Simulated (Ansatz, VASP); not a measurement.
Two plane-wave programs on MnS

INCAR

```
PREC = Accurate
ENCUT = 520
EDIFF = 1E-6
ISMEAR = -1
SIGMA = 0.05
LREAL = F
LASPH = T
NELM = 60
ALGO = Normal
ISIF = 2
LWAVE = F
LCHARG = F
GGA = PS
NBANDS = 27
```

KPOINTS

```
regular mesh
0
Gamma
  8 8 4
```

Contents of POSCAR:

```
MnS
1.0
    3.9535769233      0.0000000000      0.0000000000
   -1.9767884617      3.4238980514      0.0000000000
    0.0000000000      0.0000000000      6.3425288600
Mn S
2 2
Direct
    0.6666666667      0.3333333333      0.4988446700
    0.3333333333      0.6666666667      0.9988446700
    0.3333333333      0.6666666667      0.6261543000
    0.6666666667      0.3333333333      0.1261543000
```

Contents of input.yaml:

```yaml
crystal:
  lattice:
    - [3.9535769233, 0.0, 0.0]
    - [-1.9767884617, 3.4238980514, 0.0]
    - [0.0, 0.0, 6.34252886]
  atoms:
    - { symbol: Mn, position: [0.6666666667, 0.3333333333, 0.49884467] }
    - { symbol: Mn, position: [0.3333333333, 0.6666666667, 0.99884467] }
    - { symbol: S, position: [0.3333333333, 0.6666666667, 0.6261543] }
    - { symbol: S, position: [0.6666666667, 0.3333333333, 0.1261543] }
hamiltonian:
  xc: pbesol
  pseudopotentials: { kind: paw }
kpoints:
  mp_grid: { grid: [8, 8, 4] }
scf:
  occupations: { method: fermi_dirac, width: 0.05 }
output:
  forces: true
  stress: true
  eigenvalues: true
```

Alike in both runs: task single point; functional PBEsol; k mesh 8 × 8 × 4; occupations fermi-dirac, width 0.05 eV; no spin polarisation.

|  | VASP | Ansatz |
| --- | --- | --- |
| version | VASP 6.6.1 | Ansatz 0.2.0 |
| potentials or method | VASP PAW PBE potentials, release 64 (Mn_pv, S) | Ansatz PAW |
| plane-wave cutoff (eV) | 520 | 420 |
| valence electrons in the cell | 38 | 42 |

|  | VASP | Ansatz | Ansatz less VASP |
| --- | --- | --- | --- |
| gap on the k mesh at the Fermi level (eV) | none | none | - |
| pressure (GPa) | -23.1 | -23.4 | -0.23 |
| traceless stress, the component that is largest in VASP (GPa) | 1.08 | 1.09 | +0.013 |
| rms of the force components (eV/Å) | 0.049 | 0.047 | -0.0011 |

VASP's potentials were made for PBE, not for PBEsol. Atom by atom the forces differ by 0.001 eV/Å (rms over components). A gap of «none» marks a metal or a gap that the smearing closes. VASP's potentials hold 38 valence electrons a cell and Ansatz's 42, so a difference there can come from the potentials and not from the codes.
